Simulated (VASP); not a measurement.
Input of a VASP 6.6.1 run:

The input INCAR:

```
ALGO     = Fast           # electronic algorithm
EDIFF    = 1E-6           # SCF threshold, eV
ENCUT    = 520            # plane-wave cutoff, eV
GGA      = PE             # functional
ISIF     = 2              # what is computed and relaxed
ISMEAR   = 0              # smearing method
ISYM     = 0            
LASPH    = True           # aspherical terms in the spheres
LCHARG   = False          # write CHGCAR
LREAL    = False          # projectors in reciprocal space
LWAVE    = False          # write WAVECAR
NBANDS   = 16             # bands
NELM     = 60             # most SCF steps
PREC     = Accurate       # precision mode
SIGMA    = 0.1            # smearing width, eV
```

File KPOINTS:

```
k-points
0
Gamma
  7 3 2
```

Contents of POSCAR:

```
AlSn
1.0
    4.1981056157      0.0000000000      0.0000000000
   -2.0990528078      3.6356661109      0.0000000000
    0.0000000000      0.0000000000      3.3068470000
Al Sn
1 1
Direct
    0.0000000000      0.0000000000      0.0000000000
    0.3333333333      0.6666666667      0.5000000000
```

Potentials or basis: VASP PAW PBE potentials, release 64 (Al, Sn_d).

Run with:

```bash
$ cat potpaw_PBE.64/Al/POTCAR potpaw_PBE.64/Sn_d/POTCAR > POTCAR
$ mpirun -np 1 vasp_std > vasp.out
```

(1) Estimate the largest force.

(2) Predict the pressure.

## Answers

(1) 0.171 eV/Å.

(2) -1.0 GPa.

Caveat: the k points lie up to 0.95 Å⁻¹ apart.
